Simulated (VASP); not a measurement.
A run of VASP 6.6.1 is set up as follows.

File POSCAR:

```
SnO2
1.0
    4.9026126555      0.0000000000      0.0000000000
    0.0000000000      4.9028593417      0.0000000000
    0.0000000000      0.0000000000      3.2007107582
Sn O
2 4
Direct
    0.5000000000      0.5000000000      0.5000000000
    0.0000000000      0.0000000000      0.0000000000
    0.3058623571      0.3059582263      0.0000000000
    0.8058623571      0.1940417737      0.5000000000
    0.1941376429      0.8059582263      0.5000000000
    0.6941376429      0.6940417737      0.0000000000
```

The input INCAR.step1:

```
PREC = Accurate
ENCUT = 520
ISMEAR = 0
SIGMA = 0.05
LREAL = False
LASPH = True
NELM = 60
NBANDS = 35
GGA = PE
ALGO = Normal
EDIFF = 1E-4
LWAVE = True
LCHARG = False
```

File INCAR.step2:

```
PREC = Accurate
ENCUT = 520
EDIFF = 1E-6
ISMEAR = 0
SIGMA = 0.05
LREAL = False
LASPH = True
NELM = 60
ALGO = Normal
ISIF = 2
LWAVE = False
LCHARG = True
METAGGA = R2SCAN
LMIXTAU = True
LELF = True
LVHAR = True
NBANDS = 35
ISTART = 1
```

Contents of KPOINTS:

```
regular mesh
0
Gamma
  6 6 8
```

Potentials or basis: VASP PAW PBE potentials, release 64 (Sn_d, O).

The run is started by

```console
$ cat potpaw_PBE.64/Sn_d/POTCAR potpaw_PBE.64/O/POTCAR > POTCAR
$ cp INCAR.step1 INCAR
$ mpirun -np 1 vasp_std > vasp.out
$ cp INCAR.step2 INCAR
$ mpirun -np 1 vasp_std > vasp.out
```

Estimate the largest force.

0.156 eV/Å.

What does it give for the band gap on the k mesh?

1.21 eV, direct.

Estimate the pressure.

-9.2 GPa.

Stress tensor (GPa, compression positive):
```
-10.35   0.00   0.00
  0.00 -10.35   0.00
  0.00   0.00  -6.79
```

Caveat: the cell differs from its parent crystal (strain +0.030 along x and y, +0.000 along z); the PAW data sets were made with another functional, which shifts forces and pressure a little; spin-orbit coupling is left out, which moves the levels of the heavy elements.
